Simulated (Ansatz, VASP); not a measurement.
InSb3 in VASP and in Ansatz

File INCAR:

```
PREC = Accurate
ENCUT = 520
EDIFF = 1E-6
ISMEAR = 0
SIGMA = 0.15
LREAL = F
LASPH = T
NELM = 80
ALGO = Normal
ISIF = 2
LWAVE = F
LCHARG = T
GGA = PE
IVDW = 12
LELF = T
LVHAR = T
NBANDS = 22
```

Contents of KPOINTS:

```
regular mesh
0
Gamma
  10 10 10
```

Contents of POSCAR:

```
InSb3
1.0
    4.9226455469      0.0000000000      0.0000000000
    0.0000000000      4.9226455469      0.0000000000
    0.0000000000      0.0000000000      4.9226455469
In Sb
1 3
Direct
    0.0000000000      0.0000000000      0.0000000000
    0.5000000000      0.0000000000      0.5000000000
    0.0000000000      0.5000000000      0.5000000000
    0.5000000000      0.5000000000      0.0000000000
```

Input for Ansatz:

```yaml
crystal:
  lattice:
    - [4.9226455469, 0.0, 0.0]
    - [0.0, 4.9226455469, 0.0]
    - [0.0, 0.0, 4.9226455469]
  atoms:
    - { symbol: In, position: [0.0, 0.0, 0.0] }
    - { symbol: Sb, position: [0.5, 0.0, 0.5] }
    - { symbol: Sb, position: [0.0, 0.5, 0.5] }
    - { symbol: Sb, position: [0.5, 0.5, 0.0] }
basis:
  ecutwfc: 420
kpoints:
  mp_grid: { grid: [10, 10, 10] }
hamiltonian:
  xc: pbe
  dispersion: d3bj
scf:
  occupations: { method: gaussian, width: 0.15 }
output:
  forces: true
  stress: true
  eigenvalues: true
```

Change from the starting cell: strain +0.040 along x and y, +0.040 along z, atoms carried along.

Alike in both runs: task single point; functional PBE; dispersion D3(BJ); k mesh 10 × 10 × 10; occupations gaussian, width 0.15 eV; no spin polarisation.

```csv
,VASP,Ansatz
version,VASP 6.6.1,Ansatz 0.2.0
potentials or method,"VASP PAW PBE potentials, release 64 (In_d, Sb), cutoff 520 eV","scalar-relativistic, plane waves, PAW"
valence electrons in the cell,28,58
```

|  | VASP | Ansatz | Ansatz less VASP |
| --- | --- | --- | --- |
| gap on the k mesh at the Fermi level (eV) | none | none | - |
| pressure (GPa) | -5.2 | -5.2 | +0.09 |

A gap of «none» marks a metal or a gap that the smearing closes. VASP's potentials hold 28 valence electrons a cell and Ansatz's 58, so a difference there can come from the potentials and not from the codes.

Spin-orbit coupling is off throughout.
